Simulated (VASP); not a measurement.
Here is a VASP 6.6.1 calculation.

Contents of INCAR:

```
  PREC = Accurate
  ENCUT = 600
  EDIFF = 1E-7
  ISMEAR = -1
  SIGMA = 0.05
  LREAL = False
  LASPH = True
  NELM = 60
  ALGO = Normal
  ISIF = 3
  LWAVE = False
  LCHARG = False
  GGA = RP
  IVDW = 13
  IBRION = 2
  NSW = 60
  EDIFFG = -0.01
```

File KPOINTS:

```
regular mesh
0
Gamma
  12 12 12
```

The input POSCAR:

```
Zn
1.0
    0.0000000000      1.9647760000      1.9647760000
    1.9647760000      0.0000000000      1.9647760000
    1.9647760000      1.9647760000      0.0000000000
Zn
1
Direct
    0.0000000000      0.0000000000      0.0000000000
```

Potentials or basis: VASP PAW PBE potentials, release 64 (Zn).

Run with:

```console
$ cat potpaw_PBE.64/Zn/POTCAR > POTCAR
$ mpirun -np 1 vasp_std > vasp.out
```

Question: What does it give for the space group after relaxing (to 0.1 Å)?

Answer: Fm-3m (No. 225).

Question: Estimate the relaxed volume.

Answer: 14.48 Å³/atom.

The path:
| step | energy change (eV) | largest force (eV/Å) | pressure (GPa) | volume (Å³) |
| --- | --- | --- | --- | --- |
| 1 | 0.0000 | 0.0000 | -3.20 | 15.17 |
| 2 | -0.0072 | 0.0000 | -0.16 | 14.51 |
| 3 | -0.0072 | 0.0000 | 0.00 | 14.48 |

Caveat: the PAW data sets were made with another functional, which shifts forces and pressure a little.
